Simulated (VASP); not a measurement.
# EuS (Fm-3m) in VASP: a series of runs

The runs below take EuS through single point, with PBE+U.

Everything below comes from runs of VASP 6.6.1. Logs are shortened: lines on timing, memory, paths and dates and some standing lists are left out, and cuts for length are marked.

### Step 1. The cell of the first run

Symmetry: Fm-3m, No. 225, cubic system. The conventional cell has a = 5.957 Å, b = 5.957 Å, c = 5.957 Å, α = 90.00°, β = 90.00°, γ = 90.00°. Eu (site symmetry m-3m) has 6 S at 2.98 Å within 3.9 Å. Within 3.9 Å of S (site symmetry m-3m) lie 6 Eu at 2.98 Å.

### Step 2. Single point, PBE+U, collinear spin, ferromagnetic start

Input file INCAR:

```
ALGO     = Normal         # electronic algorithm
EDIFF    = 1E-6           # SCF threshold, eV
ENCUT    = 600            # plane-wave cutoff, eV
GGA      = PE             # functional
GGA_COMPAT= False        
ISIF     = 2              # what is computed and relaxed
ISMEAR   = 0              # smearing method
ISPIN    = 2              # spin polarisation
LASPH    = True           # aspherical terms in the spheres
LCHARG   = False          # write CHGCAR
LDAU     = True           # DFT+U
LDAUJ    = 0 0          
LDAUL    = 3 -1           # shell
LDAUPRINT= 1            
LDAUTYPE = 2            
LDAUU    = 6 0            # U, eV
LMAXMIX  = 6              # l up to which the mixer works
LORBIT   = 11             # projections on sites
LREAL    = False          # projectors in reciprocal space
LWAVE    = False          # write WAVECAR
MAGMOM   = 7.55 0         # initial moments
NBANDS   = 22             # bands
NELM     = 200            # most SCF steps
PREC     = Accurate       # precision mode
SIGMA    = 0.05           # smearing width, eV
```

Input file KPOINTS:

```
k-points
0
Gamma
  8 8 8
```

Input file POSCAR:

```
EuS
1.0
    0.0000000000      2.9785018670      2.9785018670
    2.9785018670      0.0000000000      2.9785018670
    2.9785018670      2.9785018670      0.0000000000
Eu S
1 1
Direct
    0.5000000000      0.5000000000      0.5000000000
    0.0000000000      0.0000000000      0.0000000000
```

Potentials or basis: VASP PAW PBE potentials, release 64 (Eu, S).

Command:

```bash
> cat potpaw_PBE.64/Eu/POTCAR potpaw_PBE.64/S/POTCAR > POTCAR
> mpirun -np 1 vasp_std > vasp.out
```

OUTCAR:

```text
EDIFF = 1E-6
   ENCUT = 600
   GGA = PE
   ISIF = 2
   ISMEAR = 0
   ISPIN = 2
   LASPH = True
   LORBIT = 11
   LREAL = False
   NELM = 200
   PREC = Accurate

 ion  position               nearest neighbor table
   1  0.500  0.500  0.500-   2 2.98   2 2.98   2 2.98   2 2.98   2 2.98   2 2.98
   2  0.000  0.000  0.000-   1 2.98   1 2.98   1 2.98   1 2.98   1 2.98   1 2.98

  LATTYP: Found a face centered cubic cell.
 ALAT       =     5.9570037340

  Lattice vectors:

 A1 = (   0.0000000000,   2.9785018670,   2.9785018670)
 A2 = (   2.9785018670,   0.0000000000,   2.9785018670)
 A3 = (   2.9785018670,   2.9785018670,   0.0000000000)

Analysis of symmetry for initial positions (statically):
=====================================================================
 Subroutine PRICEL returns:
 Original cell was already a primitive cell.

 Routine SETGRP: Setting up the symmetry group for a
 face centered cubic supercell.

 Subroutine GETGRP returns: Found 48 space group operations
 (whereof 48 operations were pure point group operations)
 out of a pool of 48 trial point group operations.

The static configuration has the point symmetry O_h .

Analysis of symmetry for dynamics (positions and initial velocities):
=====================================================================
 Subroutine PRICEL returns:
 Original cell was already a primitive cell.

 Routine SETGRP: Setting up the symmetry group for a
 face centered cubic supercell.

 Subroutine GETGRP returns: Found 48 space group operations
 (whereof 48 operations were pure point group operations)
 out of a pool of 48 trial point group operations.

The dynamic configuration has the point symmetry O_h .

Analysis of structural, dynamic, and magnetic symmetry:
=====================================================================
 Subroutine PRICEL returns:
 Original cell was already a primitive cell.

 Routine SETGRP: Setting up the symmetry group for a
 face centered cubic supercell.

 Subroutine GETGRP returns: Found 48 space group operations
 (whereof 48 operations were pure point group operations)
 out of a pool of 48 trial point group operations.

The overall configuration has the point symmetry O_h .

 Subroutine INISYM returns: Found 48 space group operations
 (whereof 48 operations are pure point group operations),
 and found     1 'primitive' translations

----------------------------------------------------------------------------------------

                                     Primitive cell

  volume of cell :      52.8474

  direct lattice vectors                    reciprocal lattice vectors
     0.000000000  2.978501867  2.978501867    -0.167869628  0.167869628  0.167869628
     2.978501867  0.000000000  2.978501867     0.167869628 -0.167869628  0.167869628
     2.978501867  2.978501867  0.000000000     0.167869628  0.167869628 -0.167869628

  length of vectors
     4.212237736  4.212237736  4.212237736     0.290758725  0.290758725  0.290758725

[... 115 lines left out ...]
 spin polarized calculation
 Gauss-broadening in eV      SIGMA  =   0.05
  energy-cutoff  :      600.00
  volume of cell :       52.85
 maximum number of plane-waves:      1807
 NGX is ok and might be reduce to    36

atom =   1  type =  1  l = 3

 onsite density matrix

spin component  1

  0.9748 -0.0000 -0.0010 -0.0000  0.0000 -0.0000  0.0000
 -0.0000  0.9755 -0.0000 -0.0000  0.0000 -0.0000  0.0000
 -0.0010 -0.0000  0.9753  0.0000 -0.0000  0.0000  0.0000
 -0.0000 -0.0000  0.0000  0.9740 -0.0000  0.0000  0.0000
  0.0000  0.0000 -0.0000 -0.0000  0.9753 -0.0000  0.0010
 -0.0000 -0.0000  0.0000  0.0000 -0.0000  0.9761 -0.0000
  0.0000  0.0000  0.0000  0.0000  0.0010 -0.0000  0.9748

spin component  2

  0.0018 -0.0000  0.0009  0.0000  0.0000  0.0000 -0.0000
 -0.0000  0.0000  0.0000  0.0000 -0.0000  0.0000 -0.0000
  0.0009  0.0000  0.0014 -0.0000 -0.0000 -0.0000 -0.0000
  0.0000  0.0000 -0.0000  0.0025 -0.0000 -0.0000 -0.0000
  0.0000 -0.0000 -0.0000 -0.0000  0.0014  0.0000 -0.0009
  0.0000  0.0000 -0.0000 -0.0000  0.0000  0.0007  0.0000
 -0.0000 -0.0000 -0.0000 -0.0000 -0.0009  0.0000  0.0018

 occupancies and eigenvectors

  o =  0.0000  v =  0.0000  0.0000  0.0000  0.0000  0.0000  0.0000  0.0000 -0.0000 -1.0000  0.0000  0.0000 -0.0000  0.0000 -0.0000      0.0000  0.0000  0.0000  0.0000  0.0000  0.0000  0.0000  0.0000  0.0000  0.0000  0.0000  0.0000  0.0000  0.0000
  o =  0.0007  v =  0.0000  0.0000  0.0000  0.0000  0.0000  0.0000  0.0000  0.6124 -0.0000 -0.7906 -0.0000 -0.0009 -0.0004 -0.0007      0.0000  0.0000  0.0000  0.0000  0.0000  0.0000  0.0000  0.0000  0.0000  0.0000  0.0000  0.0000  0.0000  0.0000
  o =  0.0007  v =  0.0000  0.0000  0.0000  0.0000  0.0000  0.0000  0.0000  0.0007 -0.0000 -0.0009 -0.0000  0.7906 -0.0043  0.6124      0.0000  0.0000  0.0000  0.0000  0.0000  0.0000  0.0000  0.0000  0.0000  0.0000  0.0000  0.0000  0.0000  0.0000
  o =  0.0007  v =  0.0000  0.0000  0.0000  0.0000  0.0000  0.0000  0.0000 -0.0002 -0.0000  0.0003 -0.0000 -0.0034 -1.0000 -0.0027      0.0000  0.0000  0.0000  0.0000  0.0000  0.0000  0.0000  0.0000  0.0000  0.0000  0.0000  0.0000  0.0000  0.0000
  o =  0.0025  v =  0.0000  0.0000  0.0000  0.0000  0.0000  0.0000  0.0000  0.7906  0.0000  0.6124  0.0006 -0.0021  0.0000  0.0027      0.0000  0.0000  0.0000  0.0000  0.0000  0.0000  0.0000  0.0000  0.0000  0.0000  0.0000  0.0000  0.0000  0.0000
  o =  0.0025  v =  0.0000  0.0000  0.0000  0.0000  0.0000  0.0000  0.0000 -0.0027 -0.0000 -0.0021 -0.0002 -0.6124 -0.0000  0.7906      0.0000  0.0000  0.0000  0.0000  0.0000  0.0000  0.0000  0.0000  0.0000  0.0000  0.0000  0.0000  0.0000  0.0000
  o =  0.0025  v =  0.0000  0.0000  0.0000  0.0000  0.0000  0.0000  0.0000 -0.0005  0.0000 -0.0004  1.0000 -0.0001 -0.0000  0.0002      0.0000  0.0000  0.0000  0.0000  0.0000  0.0000  0.0000  0.0000  0.0000  0.0000  0.0000  0.0000  0.0000  0.0000
  o =  0.9740  v =  0.0000 -0.0000  0.0000 -0.9985  0.0331  0.0000 -0.0428  0.0000  0.0000  0.0000  0.0000  0.0000  0.0000  0.0000      0.0000  0.0000  0.0000  0.0000  0.0000  0.0000  0.0000  0.0000  0.0000  0.0000  0.0000  0.0000  0.0000  0.0000
  o =  0.9740  v =  0.0000 -0.0000 -0.0000  0.0541  0.6115  0.0000 -0.7894  0.0000  0.0000  0.0000  0.0000  0.0000  0.0000  0.0000      0.0000  0.0000  0.0000  0.0000  0.0000  0.0000  0.0000  0.0000  0.0000  0.0000  0.0000  0.0000  0.0000  0.0000
  o =  0.9740  v = -0.7906  0.0000 -0.6124 -0.0000  0.0000 -0.0000  0.0000  0.0000  0.0000  0.0000  0.0000  0.0000  0.0000  0.0000      0.0000  0.0000  0.0000  0.0000  0.0000  0.0000  0.0000  0.0000  0.0000  0.0000  0.0000  0.0000  0.0000  0.0000
  o =  0.9755  v =  0.0000 -1.0000 -0.0000  0.0000 -0.0000  0.0000  0.0000  0.0000  0.0000  0.0000  0.0000  0.0000  0.0000  0.0000      0.0000  0.0000  0.0000  0.0000  0.0000  0.0000  0.0000  0.0000  0.0000  0.0000  0.0000  0.0000  0.0000  0.0000
  o =  0.9761  v =  0.0000 -0.0000  0.0000 -0.0000  0.2587 -0.9450  0.2004  0.0000  0.0000  0.0000  0.0000  0.0000  0.0000  0.0000      0.0000  0.0000  0.0000  0.0000  0.0000  0.0000  0.0000  0.0000  0.0000  0.0000  0.0000  0.0000  0.0000  0.0000
  o =  0.9761  v =  0.0000  0.0000  0.0000  0.0000  0.7470  0.3272  0.5787  0.0000  0.0000  0.0000  0.0000  0.0000  0.0000  0.0000      0.0000  0.0000  0.0000  0.0000  0.0000  0.0000  0.0000  0.0000  0.0000  0.0000  0.0000  0.0000  0.0000  0.0000
  o =  0.9761  v =  0.6124  0.0000 -0.7906 -0.0000  0.0000 -0.0000  0.0000  0.0000  0.0000  0.0000  0.0000  0.0000  0.0000  0.0000      0.0000  0.0000  0.0000  0.0000  0.0000  0.0000  0.0000  0.0000  0.0000  0.0000  0.0000  0.0000  0.0000  0.0000

 number of electron      22.9999997 magnetization       7.0000155

 Free energy of the ion-electron system (eV)
  ---------------------------------------------------
  ext. energy  EPLUGINS =         0.00000000
  ---------------------------------------------------
  free energy    TOTEN  =       -19.14215360 eV

  energy without entropy =      -19.14215360  energy(sigma->0) =      -19.14215360

 E-fermi :   3.4564     XC(G=0):  -9.5547

 val. band max:        3.2320410224   @ k =   0.0000   0.0000   0.0000
 cond. band min:       3.6519194031   @ k =   0.5000   0.5000   0.0000
 fundamental gap:      0.4198783807
 Fermi energy:         3.4564066682

 spin component 1

 k-point     1 :       0.0000    0.0000    0.0000
  band No.  band energies     occupation
      1     -36.3957      1.00000
      2     -15.2784      1.00000
      3     -15.2784      1.00000
      4     -15.2784      1.00000
      5      -9.1607      1.00000
      6       1.2570      1.00000
[... 1193 lines left out ...]
     21      13.3249      0.00000
     22      13.4836      0.00000

 [... further k-points ...]

------------------------ aborting loop because EDIFF is reached ----------------------------------------

  FORCE on cell =-STRESS in cart. coord.  units (eV):
  Direction    XX          YY          ZZ          XY          YZ          ZX
  --------------------------------------------------------------------------------------
  -------------------------------------------------------------------------------------
  Total        0.3419936      0.3419936      0.3419936      0.0000000      0.0000000     -0.0000000
  in kB       10.3682379     10.3682379     10.3682379      0.0000000      0.0000000     -0.0000000
  external PRESSURE =      10.3682379 kB  Pullay stress =       0.0000000 kB

 VOLUME and BASIS-vectors are now :
 -----------------------------------------------------------------------------
  energy-cutoff  :      600.00
  volume of cell :       52.85
      direct lattice vectors                 reciprocal lattice vectors
     0.000000000  2.978501867  2.978501867    -0.167869628  0.167869628  0.167869628
     2.978501867  0.000000000  2.978501867     0.167869628 -0.167869628  0.167869628
     2.978501867  2.978501867  0.000000000     0.167869628  0.167869628 -0.167869628

 POSITION                                       TOTAL-FORCE (eV/Angst)
 -----------------------------------------------------------------------------------
      2.97850      2.97850      2.97850        -0.000000      0.000000      0.000000
      0.00000      0.00000      0.00000         0.000000     -0.000000     -0.000000
 -----------------------------------------------------------------------------------
    total drift:                                0.000000      0.000000      0.000000

  FREE ENERGIE OF THE ION-ELECTRON SYSTEM (eV)
  ---------------------------------------------------
  free  energy   TOTEN  =       -19.1421535974 eV

  energy  without entropy=      -19.1421535974  energy(sigma->0) =      -19.14215360

 total charge

# of ion       s       p       d       f       tot
--------------------------------------------------
    1        2.029   5.789   0.244   6.827  14.890
    2        1.317   2.451   0.000   0.000   3.768
--------------------------------------------------
tot          3.346   8.240   0.244   6.827  18.658

 magnetization (x)

# of ion       s       p       d       f       tot
--------------------------------------------------
    1       -0.016  -0.118   0.045   6.809   6.721
    2       -0.006  -0.056   0.000   0.000  -0.062
--------------------------------------------------
tot         -0.022  -0.174   0.045   6.809   6.659
```

Wall time 1.7 min (1 thread of Intel Xeon Platinum 8488C (Sapphire Rapids), shared host); peak memory 0.29 GiB.

What came out:

| Item | Value |
| --- | --- |
| Free energy | -19.1422 eV |
| Pressure | 1.0 GPa |
| Band gap on the k mesh | 0.42 eV (least direct gap 0.69 eV) |
| Net moment | 7.00 μB per cell |
| Site moments | Eu +6.72; S -0.06 μB |
| Valence electrons inside the program's atomic spheres | Eu 14.89; S 3.77 |

Eigenvalues of the final occupation matrices:
```tsv
site	spin	trace	eigenvalues
site 1 f	1	6.83	0.97 0.97 0.97 0.98 0.98 0.98 0.98
site 1 f	2	0.01	0.00 0.00 0.00 0.00 0.00 0.00 0.00
```

Caveat: spin-orbit coupling is left out, which moves the levels of the heavy elements; a cell with one magnetic atom can't hold antiferromagnetic order, which such compounds often take.

### Step 3. Single point, PBE+U, collinear spin, antiferromagnetic start

This run uses another cell than the first one: it holds 4 atoms, not 2.

Input file INCAR:

```
SYSTEM = EuS
  PREC = Accurate
  ENCUT = 600
  EDIFF = 1E-6
  ISMEAR = 0
  SIGMA = 0.05
  LREAL = .False.
  LASPH = .True.
  NELM = 200
  ALGO = Normal
  ISIF = 2
  LWAVE = .False.
  LCHARG = .True.
  ISPIN = 2
  MAGMOM = 7 -7 0 0
  LORBIT = 11
  LMAXMIX = 6
  LDAU = .True.
  LDAUTYPE = 2
  LDAUL = 3 -1
  LDAUU = 6 0
  LDAUJ = 0 0
  LDAUPRINT = 1
  GGA = PE
  LELF = .True.
  LVHAR = .True.
  NBANDS = 35
  GGA_COMPAT = .False.
```

Input file KPOINTS:

```
regular mesh
0
Gamma
  8 8 4
  0 0 0
```

Input file POSCAR:

```
EuS
1.0
    0.0000000000      2.9785018670      2.9785018670
    2.9785018670      0.0000000000      2.9785018670
    5.9570037340      5.9570037340      0.0000000000
Eu S
2 2
Direct
    0.5000000000      0.5000000000      0.2500000000
    0.5000000000      0.5000000000      0.7500000000
    0.0000000000      0.0000000000      0.0000000000
    0.0000000000      0.0000000000      0.5000000000
```

Potentials or basis: VASP PAW PBE potentials, release 64 (Eu, S).

Command:

```bash
> cat potpaw_PBE.64/Eu/POTCAR potpaw_PBE.64/S/POTCAR > POTCAR
> mpirun -np 1 vasp_std > vasp.out
```

OUTCAR:

```text
SYSTEM = EuS
   PREC = Accurate
   ENCUT = 600
   EDIFF = 1E-6
   ISMEAR = 0
   LREAL = .False.
   LASPH = .True.
   NELM = 200
   ISIF = 2
   ISPIN = 2
   LORBIT = 11
   GGA = PE

 ion  position               nearest neighbor table
   1  0.500  0.500  0.250-   3 2.98   3 2.98   4 2.98   3 2.98   4 2.98   4 2.98
   2  0.500  0.500  0.750-   4 2.98   3 2.98   4 2.98   3 2.98   4 2.98   3 2.98
[... 2191 lines left out ...]
  volume of cell :      105.69
      direct lattice vectors                 reciprocal lattice vectors
     0.000000000  2.978501867  2.978501867    -0.167869628  0.167869628  0.167869628
     2.978501867  0.000000000  2.978501867     0.167869628 -0.167869628  0.167869628
     5.957003734  5.957003734  0.000000000     0.083934814  0.083934814 -0.083934814

 POSITION                                       TOTAL-FORCE (eV/Angst)
 -----------------------------------------------------------------------------------
      2.97850      2.97850      2.97850        -0.000000     -0.000000      0.000000
      5.95700      5.95700      2.97850        -0.000000     -0.000000     -0.000000
      0.00000      0.00000      0.00000         0.000000      0.000000      0.000000
      2.97850      2.97850      0.00000         0.000000      0.000000     -0.000000
 -----------------------------------------------------------------------------------
    total drift:                                0.000000      0.000000      0.000000

  FREE ENERGIE OF THE ION-ELECTRON SYSTEM (eV)
  ---------------------------------------------------
  free  energy   TOTEN  =       -38.2759404328 eV

  energy  without entropy=      -38.2759404328  energy(sigma->0) =      -38.27594043

 total charge

# of ion       s       p       d       f       tot
--------------------------------------------------
    1        2.029   5.790   0.242   6.831  14.893
    2        2.029   5.790   0.242   6.831  14.893
    3        1.317   2.451   0.000   0.000   3.768
    4        1.317   2.451   0.000   0.000   3.768
--------------------------------------------------
tot          6.693  16.483   0.485  13.663  37.323

 magnetization (x)

# of ion       s       p       d       f       tot
--------------------------------------------------
    1       -0.015  -0.116   0.040   6.813   6.722
    2        0.015   0.116  -0.040  -6.813  -6.722
    3        0.000   0.000   0.000   0.000   0.000
    4        0.000   0.000   0.000   0.000   0.000
--------------------------------------------------
tot          0.000   0.000   0.000  -0.000  -0.000
```

OSZICAR:

```text
N       E                     dE             d eps       ncg     rms          rms(c)
DAV:   1     0.434250371269E+03    0.43425E+03   -0.17175E+04  6571   0.579E+03
DAV:   2     0.102156912971E+03   -0.33209E+03   -0.28105E+03  6752   0.560E+02
DAV:   3    -0.102852768176E+02   -0.11244E+03   -0.10830E+03  7433   0.258E+02
[... 12 lines left out ...]
DAV:  16    -0.382759285114E+02   -0.20509E-04   -0.14922E-04  8709   0.126E-01    0.494E-02
DAV:  17    -0.382759341989E+02   -0.56875E-05   -0.51307E-05  7969   0.512E-02    0.354E-02
DAV:  18    -0.382759383829E+02   -0.41840E-05   -0.26004E-05  8461   0.386E-02    0.243E-02
DAV:  19    -0.382759400200E+02   -0.16371E-05   -0.79214E-06  6620   0.210E-02    0.930E-03
DAV:  20    -0.382759404328E+02   -0.41282E-06   -0.27185E-06  4733   0.221E-02
   1 F= -.38275940E+02 E0= -.38275940E+02  d E =-.121021E-15  mag=    -0.0000
```

It took 8.9 min on 1 thread of Intel Xeon Platinum 8488C (Sapphire Rapids), shared host; peak memory 0.49 GiB.

What came out:

| Quantity | Value |
| --- | --- |
| Free energy | -38.2759 eV |
| Pressure | 1.1 GPa |
| Band gap on the k mesh | 0.90 eV |
| Net moment | 0.00 μB per cell |
| Site moments | Eu +6.72, -6.72; S +0.00 μB |
| Valence electrons inside the program's atomic spheres | Eu 14.89; S 3.77 |

Levels at points of the mesh, in eV from the valence-band top:
Spin up:
| k point | band 21 | band 22 | band 23 | band 24 | band 25 | band 26 |
| --- | --- | --- | --- | --- | --- | --- |
| (0.00, 0.00, 0.00) | -0.02 | 0.00 | 0.00 | 2.50 | 2.87 | 2.87 |
| (0.50, 0.00, 0.00) | -0.34 | -0.19 | -0.15 | 0.90 | 4.42 | 4.98 |
| (0.00, 0.00, 0.50) | -0.21 | -0.16 | -0.16 | 2.84 | 3.34 | 3.56 |
| (0.50, 0.00, 0.50) | -0.35 | -0.29 | -0.20 | 2.20 | 2.78 | 5.16 |
Spin down:
| k point | band 21 | band 22 | band 23 | band 24 | band 25 | band 26 |
| --- | --- | --- | --- | --- | --- | --- |
| (0.00, 0.00, 0.00) | -0.02 | 0.00 | 0.00 | 2.50 | 2.87 | 2.87 |
| (0.50, 0.00, 0.00) | -0.34 | -0.19 | -0.15 | 0.90 | 4.42 | 4.98 |
| (0.00, 0.00, 0.50) | -0.21 | -0.16 | -0.16 | 2.84 | 3.34 | 3.56 |
| (0.50, 0.00, 0.50) | -0.35 | -0.29 | -0.20 | 2.20 | 2.78 | 5.16 |

Eigenvalues of the final occupation matrices:
```csv
site,spin,trace,eigenvalues
site 1 f,1,6.83,0.97 0.97 0.98 0.98 0.98 0.98 0.98
site 1 f,2,0.01,0.00 0.00 0.00 0.00 0.00 0.00 0.00
site 2 f,1,0.01,0.00 0.00 0.00 0.00 0.00 0.00 0.00
site 2 f,2,6.83,0.97 0.97 0.98 0.98 0.98 0.98 0.98
```

Caveat: spin-orbit coupling is left out, which moves the levels of the heavy elements.
